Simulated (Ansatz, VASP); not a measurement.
**BN in VASP and in Ansatz**

Contents of INCAR:

```
SYSTEM = BN
  ALGO = Normal
  EDIFF = 1E-7
  ENCUT = 520
  GGA = PE
  ISIF = 2
  ISMEAR = 0
  IVDW = 12
  LASPH = .TRUE.
  LCHARG = .FALSE.
  LREAL = .FALSE.
  LWAVE = .FALSE.
  NBANDS = 16
  NELM = 60
  PREC = Accurate
  SIGMA = 0.05
```

The input KPOINTS:

```
k-points
0
G
  12 12 4
  0 0 0
```

POSCAR

```
BN
1.0
    2.5099983704      0.0000000000      0.0000000000
   -1.2549991852      2.1737223522      0.0000000000
    0.0000000000      0.0000000000      6.6900000000
B N
2 2
Direct
    0.0000000000      0.0000000000      0.5000000000
    0.3333333333      0.6666666667      0.0000000000
    0.0000000000      0.0000000000      0.0000000000
    0.7126707020      0.4253414041      0.5000000000
```

Input for Ansatz:

```yaml
crystal:
  lattice:
    - [2.5099983704, 0.0, 0.0]
    - [-1.2549991852, 2.1737223522, 0.0]
    - [0.0, 0.0, 6.69]
  atoms:
    - { symbol: B, position: [0.0, 0.0, 0.5] }
    - { symbol: B, position: [0.3333333333, 0.6666666667, 0.0] }
    - { symbol: "N", position: [0.0, 0.0, 0.0] }
    - { symbol: "N", position: [0.712670702, 0.4253414041, 0.5] }
basis:
  ecutwfc: 420
kpoints:
  mp_grid: { grid: [12, 12, 4] }
hamiltonian:
  xc: pbe
  dispersion: d3bj
scf:
  occupations: { method: gaussian, width: 0.05 }
output:
  forces: true
  stress: true
  eigenvalues: true
```

Alike in both runs: task single point; functional PBE; dispersion D3(BJ); k mesh 12 × 12 × 4; occupations gaussian, width 0.05 eV; no spin polarisation.

```csv
,VASP,Ansatz
version,VASP 6.6.1,Ansatz 0.2.0
potentials or method,"VASP PAW PBE potentials, release 64 (B, N), cutoff 520 eV","scalar-relativistic, plane waves, PAW"
valence electrons in the cell,16,16
```

VASP gave:

| Property | Result |
| --- | --- |
| gap on the k mesh at the Fermi level (eV) | 2.90 |
| least direct gap on the mesh (eV) | 4.14 |
| pressure (GPa) | 8.2 |
| traceless stress, the component that is largest in VASP (GPa) | 21.60 |
| rms of the force components (eV/Å) | 4.647 |

Problem. Estimate Ansatz's values.

Solution. gap on the k mesh at the Fermi level (eV): 2.91; least direct gap on the mesh (eV): 4.15; pressure (GPa): 8.1; traceless stress, the component that is largest in VASP (GPa): 21.48; rms of the force components (eV/Å): 4.646.

Atom by atom the forces differ by 0.001 eV/Å (rms over components).
